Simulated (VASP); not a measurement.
# Zn in VASP: single point with PBE

Aim: the single point of Zn with PBE.

Program: VASP 6.6.1. These are calculated values, not measurements. Logs are shortened: lines on timing, memory, paths and dates and some standing lists are left out, and cuts for length are marked.

**1. The cell of the first run**

The cell holds a slab with vacuum, 4 atoms: a = 2.636 Å, b = 5.093 Å, c = 19.044 Å, α = 90.00°, β = 90.00°, γ = 90.00°.

**2. Single point, PBE**

POSCAR reads:

```
Zn
1.0
    2.6358128869      0.0000000000      0.0000000000
    0.0000000000      5.0929170809      0.0000000000
    0.0000000000      0.0000000000     19.0436000000
Zn
4
Direct
    0.0000000000      0.7500000000      0.4200893065
    0.5000000000      0.2500000000      0.4600446535
    0.5000000000      0.7500000000      0.5399553465
    0.0000000000      0.2500000000      0.5799106935
```

INCAR.step1 reads:

```
PREC     = Accurate       # precision mode
ENCUT    = 400            # plane-wave cutoff, eV
EDIFF    = 1E-6           # SCF threshold, eV
ISMEAR   = -1             # smearing method
SIGMA    = 0.1            # smearing width, eV
LREAL    = F              # projectors in reciprocal space
LASPH    = T              # aspherical terms in the spheres
NELM     = 120            # most SCF steps
ALGO     = Normal         # electronic algorithm
ISIF     = 2              # what is computed and relaxed
LWAVE    = F              # write WAVECAR
LCHARG   = T              # write CHGCAR
LDIPOL   = T            
IDIPOL   = 3            
DIPOL    = 0.5 0.5 0.500
GGA      = PE             # functional
NBANDS   = 32             # bands
GGA_COMPAT= F            
NEDOS    = 2001           # points of the DOS
LORBIT   = 11             # projections on sites
NELMDL   = -8
```

KPOINTS.step1 reads:

```
Automatic mesh
0
Gamma
  14 7 1
```

INCAR.step2 reads:

```
PREC     = Accurate       # precision mode
ENCUT    = 400            # plane-wave cutoff, eV
EDIFF    = 1E-6           # SCF threshold, eV
ISMEAR   = -5             # smearing method
SIGMA    = 0.1            # smearing width, eV
LREAL    = F              # projectors in reciprocal space
LASPH    = T              # aspherical terms in the spheres
NELM     = 120            # most SCF steps
ALGO     = Normal         # electronic algorithm
ISIF     = 2              # what is computed and relaxed
LWAVE    = F              # write WAVECAR
LCHARG   = F              # write CHGCAR
LDIPOL   = T            
IDIPOL   = 3            
DIPOL    = 0.5 0.5 0.500
GGA      = PE             # functional
LORBIT   = 11             # projections on sites
NEDOS    = 1001           # points of the DOS
ICHARG   = 11             # starting density
GGA_COMPAT= F            
NELMDL   = -8
```

KPOINTS.step2 reads:

```
Automatic mesh
0
Gamma
  21 11 1
```

Potentials or basis: VASP PAW PBE potentials, release 64 (Zn).

On the command line:

```bash
$ cat potpaw_PBE.64/Zn/POTCAR > POTCAR
$ cp INCAR.step1 INCAR
$ cp KPOINTS.step1 KPOINTS
$ mpirun -np 1 vasp_std > vasp.out
$ cp INCAR.step2 INCAR
$ cp KPOINTS.step2 KPOINTS
$ mpirun -np 1 vasp_std > vasp.out
```

OUTCAR:

```text
PREC = Accurate
   ENCUT = 400
   EDIFF = 1E-6
   ISMEAR = -5
   LREAL = F
   LASPH = T
   NELM = 120
   ISIF = 2
   GGA = PE
   LORBIT = 11
   ICHARG = 11
   NELMDL = -8

 ion  position               nearest neighbor table
   1  0.000  0.750  0.420-   3 2.64   3 2.64   2 2.97   2 2.97   2 2.97   2 2.97
   2  0.500  0.250  0.460-   4 2.64   4 2.64   3 2.97   3 2.97   1 2.97   1 2.97   1 2.97   1 2.97

   3  0.500  0.750  0.540-   1 2.64   1 2.64   2 2.97   2 2.97   4 2.97   4 2.97   4 2.97   4 2.97

   4  0.000  0.250  0.580-   2 2.64   2 2.64   3 2.97   3 2.97   3 2.97   3 2.97

  LATTYP: Found a simple orthorhombic cell.
 ALAT       =     2.6358128869
 B/A-ratio  =     1.9321997803
 C/A-ratio  =     7.2249438094

  Lattice vectors:

 A1 = (   2.6358128869,   0.0000000000,   0.0000000000)
 A2 = (   0.0000000000,   5.0929170809,   0.0000000000)
 A3 = (   0.0000000000,   0.0000000000,  19.0436000000)

Analysis of symmetry for initial positions (statically):
=====================================================================
 Subroutine PRICEL returns:
 Original cell was already a primitive cell.

 Routine SETGRP: Setting up the symmetry group for a
 simple orthorhombic supercell.

 Subroutine GETGRP returns: Found  8 space group operations
 (whereof  4 operations were pure point group operations)
 out of a pool of  8 trial point group operations.

The static configuration has the point symmetry C_2h.
 The point group associated with its full space group is D_2h.

Analysis of symmetry for dynamics (positions and initial velocities):
=====================================================================
 Subroutine PRICEL returns:
 Original cell was already a primitive cell.

 Routine SETGRP: Setting up the symmetry group for a
 simple orthorhombic supercell.

 Subroutine GETGRP returns: Found  8 space group operations
 (whereof  4 operations were pure point group operations)
 out of a pool of  8 trial point group operations.

The dynamic configuration has the point symmetry C_2h.
 The point group associated with its full space group is D_2h.

 Subroutine INISYM returns: Found  8 space group operations
 (whereof  4 operations are pure point group operations),
 and found     1 'primitive' translations

----------------------------------------------------------------------------------------

                                     Primitive cell

  volume of cell :     255.6408

  direct lattice vectors                    reciprocal lattice vectors
     2.635812887  0.000000000  0.000000000     0.379389601  0.000000000  0.000000000
     0.000000000  5.092917081  0.000000000     0.000000000  0.196351125  0.000000000
     0.000000000  0.000000000 19.043600000     0.000000000  0.000000000  0.052511080

  length of vectors
     2.635812887  5.092917081 19.043600000     0.379389601  0.196351125  0.052511080

  position of ions in fractional coordinates (direct lattice)
     0.000000000  0.750000000  0.420089307
     0.500000000  0.250000000  0.460044653
     0.500000000  0.750000000  0.539955347
     0.000000000  0.250000000  0.579910693

  ion indices of the primitive-cell ions
   primitive index   ion index
                 1           1
                 2           2
                 3           3
                 4           4

----------------------------------------------------------------------------------------

 KPOINTS: Automatic mesh

Automatic generation of k-mesh.
 Grid dimensions read from file:
 generate k-points for:   21   11    1

 Generating k-lattice:

  Cartesian coordinates                     Fractional coordinates (reciprocal lattice)
     0.018066171  0.000000000  0.000000000     0.047619048  0.000000000  0.000000000
     0.000000000  0.017850102  0.000000000     0.000000000  0.090909091  0.000000000
     0.000000000  0.000000000  0.052511080     0.000000000  0.000000000  1.000000000

  Length of vectors
     0.018066171  0.017850102  0.052511080

  Shift w.r.t. Gamma in fractional coordinates (k-lattice)
     0.000000000  0.000000000  0.000000000

 TETIRR: Found    646 inequivalent tetrahedra from     1386

 Subroutine IBZKPT returns following result:
 ===========================================

 Found     66 irreducible k-points:

 Following reciprocal coordinates:
            Coordinates               Weight
  0.000000  0.000000  0.000000      1.000000
  0.047619  0.000000  0.000000      2.000000
  0.095238  0.000000  0.000000      2.000000
  0.142857  0.000000  0.000000      2.000000
  0.190476  0.000000  0.000000      2.000000
  0.238095  0.000000  0.000000      2.000000
[... 16 lines left out ...]
  0.000000  0.181818  0.000000      2.000000
  0.047619  0.181818  0.000000      4.000000
 [... further k-points ...]
   k-points           NKPTS =     66   k-points in BZ     NKDIM =     66   number of bands    NBANDS=     28
   number of dos      NEDOS =   1001   number of ions     NIONS =      4
   total plane-waves  NPLWV =  81648
   dimension x,y,z NGX =    18 NGY =   36 NGZ =  126
   dimension x,y,z NGXF=    36 NGYF=   72 NGZF=  252
   ions per type =               4
   NGX,Y,Z   is equivalent  to a cutoff of  11.35, 11.75, 11.00 a.u.
   NGXF,Y,Z  is equivalent  to a cutoff of  22.71, 23.50, 22.00 a.u.
 SYSTEM =  unknown system
   PREC   = accura    normal or accurate (medium, high low for compatibility)
   ISTART =      0    job   : 0-new  1-cont  2-samecut
   ICHARG =     11    charge: 1-file 2-atom 10-const
   ISPIN  =      1    spin polarized calculation?
   LNONCOLLINEAR =      F non collinear calculations
   LSORBIT =      F    spin-orbit coupling
   LASPH  =      T    aspherical Exc in radial PAW
   ENCUT  =  400.0 eV  29.40 Ry    5.42 a.u.   4.30  8.31 31.06*2*pi/ulx,y,z
   NELM   =    120;   NELMIN=  2; NELMDL= -8     # of ELM steps
   EDIFF  = 0.1E-05   stopping-criterion for ELM
   LREAL  =      F    real-space projection
   EDIFFG = 0.1E-04   stopping-criterion for IOM
   NSW    =      0    number of steps for IOM
   IBRION =     -1    ionic relax: 0-MD 1-quasi-New 2-CG
   NFREE  =      0    steps in history (QN), initial steepest desc. (CG)
   ISIF   =      2    stress and relaxation
   ISYM   =      2    0-nonsym 1-usesym 2-fastsym
   POTIM  = 0.5000    time-step for ionic-motion
   TEBEG  =    0.0;   TEEND  =   0.0 temperature during run
   PSTRESS=    0.0 pullay stress
   NELECT =      48.0000    total number of electrons
   NUPDOWN=      -1.0000    fix difference up-down
   EMIN   =  10.00;   EMAX   =-10.00  energy-range for DOS
   EFERMI =   0.00;   METHOD = LEGACY
   ISMEAR =    -5;   SIGMA  =   0.10  broadening in eV -4-tet -1-fermi 0-gaus
   EFERMI_NEDOS =   21; number of points for ismear=-14 and -15
   IALGO  =     38    algorithm
   IMIX   =      4    mixing-type and parameters
     AMIX     =   0.40;   BMIX     =  1.00
     AMIX_MAG =   1.60;   BMIX_MAG =  1.00
  volume/ion in A,a.u.               =      63.91       431.29
  Fermi-wavevector in a.u.,A,eV,Ry     =   0.937444  1.771512 11.956808  0.878801
  Thomas-Fermi vector in A             =   2.064555
   LORBIT       =     11    0 simple, 1 ext, 2 COOP (PROOUT), +10 PAW based schemes
   GGA     = PE    functional components
   LHFCALC =     F    Hartree Fock is set to
   AEXX    =    0.0000 exact exchange contribution
   IVDW    =     0    specifies the selected vdW correction
   LEPSILON=     F    determine dielectric tensor
   LRPA    =     F    only Hartree local field effects (RPA)
 non-spin polarized calculation
 Fermi weights with tetrahedron method with Bloechl corrections
  energy-cutoff  :      400.00
  volume of cell :      255.64
 maximum number of plane-waves:      4685
 NGX is ok and might be reduce to    18

 number of electron      47.9999974 magnetization

 dipolmoment           0.000000      0.000000      0.000000 electrons x Angstroem

 Free energy of the ion-electron system (eV)
  ---------------------------------------------------
  ext. energy  EPLUGINS =         0.00000000
  ---------------------------------------------------
  free energy    TOTEN  =        -3.16803117 eV

  energy without entropy =       -3.16803117  energy(sigma->0) =       -3.16803117

 E-fermi :  -2.5119     XC(G=0):  -3.7609

 val. band max:       -2.4561016037   @ k =   0.1429   0.1818   0.0000
 cond. band min:      -2.6442413115   @ k =   0.4286   0.1818   0.0000
 fundamental gap:     -0.1881397078
 Fermi energy:        -2.5118542941

 k-point     1 :       0.0000    0.0000    0.0000
  band No.  band energies     occupation
      1     -11.3801      2.00000
      2     -10.4191      2.00000
      3     -10.3930      2.00000
      4     -10.3305      2.00000
      5     -10.0614      2.00000
      6      -9.9293      2.00000
[... 20 lines left out ...]
     27      -1.3325      0.00000
     28      -0.4472      0.00000

 k-point     2 :       0.0476    0.0000    0.0000
  band No.  band energies     occupation
      1     -11.3297      2.00000
      2     -10.3961      2.00000
      3     -10.3735      2.00000
      4     -10.3056      2.00000
      5     -10.0590      2.00000
      6      -9.9218      2.00000
[... 20 lines left out ...]
     27      -1.2850      0.00000
     28      -0.3920      0.00000

 k-point     3 :       0.0952    0.0000    0.0000
  band No.  band energies     occupation
      1     -11.1812      2.00000
      2     -10.3332      2.00000
      3     -10.3172      2.00000
      4     -10.2337      2.00000
      5     -10.0528      2.00000
      6      -9.9038      2.00000
[... 616 lines left out ...]
      3     -10.3807      2.00000
      4     -10.3518      2.00000
      5     -10.0661      2.00000
      6      -9.9525      2.00000
[... 20 lines left out ...]
     27      -0.6461      0.00000
     28       0.9250      0.00000

 k-point    24 :       0.0476    0.1818    0.0000
  band No.  band energies     occupation
      1     -11.1655      2.00000
      2     -10.3806      2.00000
      3     -10.3606      2.00000
      4     -10.3275      2.00000
      5     -10.0604      2.00000
      6      -9.9460      2.00000
[... 20 lines left out ...]
     27      -0.5891      0.00000
     28       0.9762      0.00000

 [... further k-points ...]

------------------------ aborting loop because EDIFF is reached ----------------------------------------

 vacuum level on the upper side and lower side of the slab       (xc-potential included)        -0.218        -0.218

  FORCE on cell =-STRESS in cart. coord.  units (eV):
  Direction    XX          YY          ZZ          XY          YZ          ZX
  --------------------------------------------------------------------------------------
  -------------------------------------------------------------------------------------
  Total       -2.6135264     -3.7708894      0.8661836      0.0000000      0.0000000      0.0000000
  in kB      -16.3797488    -23.6332878      5.4286306      0.0000000      0.0000000      0.0000000
  external PRESSURE =     -11.5281353 kB  Pullay stress =       0.0000000 kB

 VOLUME and BASIS-vectors are now :
 -----------------------------------------------------------------------------
  energy-cutoff  :      400.00
  volume of cell :      255.64
      direct lattice vectors                 reciprocal lattice vectors
     2.635812887  0.000000000  0.000000000     0.379389601  0.000000000  0.000000000
     0.000000000  5.092917081  0.000000000     0.000000000  0.196351125  0.000000000
     0.000000000  0.000000000 19.043600000     0.000000000  0.000000000  0.052511080

 POSITION                                       TOTAL-FORCE (eV/Angst)
 -----------------------------------------------------------------------------------
      0.00000      3.81969      8.00001         0.000000     -0.000000     -0.154626
      1.31791      1.27323      8.76091        -0.000000     -0.000000     -0.636540
      1.31791      3.81969     10.28269        -0.000000      0.000000      0.636540
      0.00000      1.27323     11.04359        -0.000000      0.000000      0.154626
 -----------------------------------------------------------------------------------
    total drift:                                0.000000      0.000000      0.000000

  FREE ENERGIE OF THE ION-ELECTRON SYSTEM (eV)
  ---------------------------------------------------
  free  energy   TOTEN  =        -3.1680311664 eV

  energy  without entropy=       -3.1680311664  energy(sigma->0) =       -3.16803117

 vacuum level on the upper side and lower side of the slab         1.533         1.533

 total charge

# of ion       s       p       d       tot
------------------------------------------
    1        0.635   0.332   9.719  10.687
    2        0.638   0.346   9.722  10.706
    3        0.638   0.346   9.722  10.706
    4        0.635   0.332   9.719  10.687
--------------------------------------------------
tot          2.548   1.356  38.881  42.785
```

Wall time 9.8 min (1 thread of Intel Xeon 8259CL, shared host); peak memory 0.4 GiB.

What came out:

* Valence electrons inside the program's atomic spheres: Zn 10.69, 10.71 (each value once)

Caveat: tetrahedron occupations give inexact forces and stress in metals.
